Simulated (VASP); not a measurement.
Crystal: CdS.

```
CELL_PARAMETERS angstrom
4.26117 0.00000 0.00000
-2.13058 3.69028 0.00000
0.00000 0.00000 5.80417
ATOMIC_POSITIONS crystal
Cd 0.00000 0.00000 0.44269
S 0.66667 0.33333 0.43431
```

* Program: VASP 6.6.1
* Task: relaxation of cell and atoms
* Functional: revPBE
* Potentials or basis: VASP PAW PBE potentials, release 64 (Cd, S)
* Cutoff: 600 eV
* k mesh: 7 × 7 × 5
* Occupations: fermi-dirac, width 0.05 eV
* Spin: no spin polarisation

At the start: pressure 0.6 GPa; volume 45.64 Å³/atom.

Q: How do energy, volume and symmetry change on relaxing?

A: Over 12 steps the energy falls by 2.8 meV/atom and the volume is 50.17 Å³/atom (+9.9 %); space group P-6m2 (No. 187, to 0.1 Å) before and after.

Step by step:
| step | energy change (eV) | largest force (eV/Å) | pressure (GPa) | volume (Å³) |
| --- | --- | --- | --- | --- |
| 1 | 0.0000 | 0.0033 | 0.63 | 91.27 |
| 2 | -0.0021 | 0.0055 | -0.37 | 93.66 |
| 3 | -0.0039 | 0.0021 | 0.02 | 92.68 |
| 4 | -0.0038 | 0.0022 | 0.01 | 92.71 |
| 5 | -0.0039 | 0.0022 | 0.01 | 92.79 |
| 6 | -0.0040 | 0.0023 | 0.01 | 93.04 |
| 7 | -0.0042 | 0.0024 | 0.00 | 93.53 |
| 8 | -0.0045 | 0.0026 | 0.00 | 94.51 |
| 9 | -0.0050 | 0.0025 | -0.01 | 96.46 |
| 10 | -0.0055 | 0.0035 | -0.04 | 100.38 |
| 11 | -0.0048 | 0.0016 | 0.25 | 100.18 |
| 12 | -0.0056 | 0.0032 | 0.01 | 100.34 |

Final structure:
```cif
data_structure
_symmetry_space_group_name_H-M 'P 1'
_symmetry_Int_Tables_number 1
_cell_length_a 4.2933
_cell_length_b 4.2933
_cell_length_c 6.2859
_cell_angle_alpha 90.000
_cell_angle_beta 90.000
_cell_angle_gamma 120.000
_cell_volume 100.34
loop_
_atom_site_label
_atom_site_type_symbol
_atom_site_fract_x
_atom_site_fract_y
_atom_site_fract_z
_atom_site_occupancy
Cd1 Cd 0.00000 0.00000 0.44118 1
S1 S 0.66667 0.33333 0.43582 1
```

Caveat: the PAW data sets were made with another functional, which shifts forces and pressure a little.
